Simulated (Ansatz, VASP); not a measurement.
One calculation of SnTe, two programs

INCAR

```
ALGO = Normal
EDIFF = 1E-6
ENCUT = 520
GGA = PE
ISIF = 2
ISMEAR = 0
LASPH = T
LCHARG = F
LREAL = F
LWAVE = F
NBANDS = 17
NELM = 60
PREC = Accurate
SIGMA = 0.03
```

Contents of KPOINTS:

```
k-points
0
Gamma
  10 10 10
```

File POSCAR:

```
SnTe
1.0
    0.0000000000      3.2511950000      3.2038475000
    3.2511950000      0.0000000000      3.2038475000
    3.2511950000      3.2511950000      0.0000000000
Sn Te
1 1
Direct
    0.0000000000      0.0000000000      0.0000000000
    0.5000000000      0.5000000000      0.5000000000
```

Input for Ansatz:

```yaml
crystal:
  lattice:
    - [0.0, 3.251195, 3.2038475]
    - [3.251195, 0.0, 3.2038475]
    - [3.251195, 3.251195, 0.0]
  atoms:
    - { symbol: Sn, position: [0.0, 0.0, 0.0] }
    - { symbol: Te, position: [0.5, 0.5, 0.5] }
basis:
  ecutwfc: 420
kpoints:
  mp_grid: { grid: [10, 10, 10] }
hamiltonian:
  xc: pbe
scf:
  occupations: { method: gaussian, width: 0.03 }
output:
  forces: true
  stress: true
  eigenvalues: true
```

Change from the starting cell: strain +0.030 along x and y, +0.015 along z, atoms carried along.

Alike in both runs: task single point; functional PBE; k mesh 10 × 10 × 10; occupations gaussian, width 0.03 eV; no spin polarisation.

|  | VASP | Ansatz |
| --- | --- | --- |
| version | VASP 6.6.1 | Ansatz 0.2.0 |
| potentials or method | VASP PAW PBE potentials, release 64 (Sn_d, Te), cutoff 520 eV | scalar-relativistic, plane waves, PAW |
| valence electrons in the cell | 20 | 30 |

VASP gave:

- gap on the k mesh at the Fermi level (eV): 0.12
- least direct gap on the mesh (eV): 0.12
- pressure (GPa): -1.1
- traceless stress, the component that is largest in VASP (GPa): 1.00

Task: Which values does Ansatz return?

Result: gap on the k mesh at the Fermi level (eV): 0.12; least direct gap on the mesh (eV): 0.12; pressure (GPa): -1.0; traceless stress, the component that is largest in VASP (GPa): 1.00.

VASP's potentials hold 20 valence electrons a cell and Ansatz's 30, so a difference there can come from the potentials and not from the codes.

Neither program's run includes spin-orbit coupling.
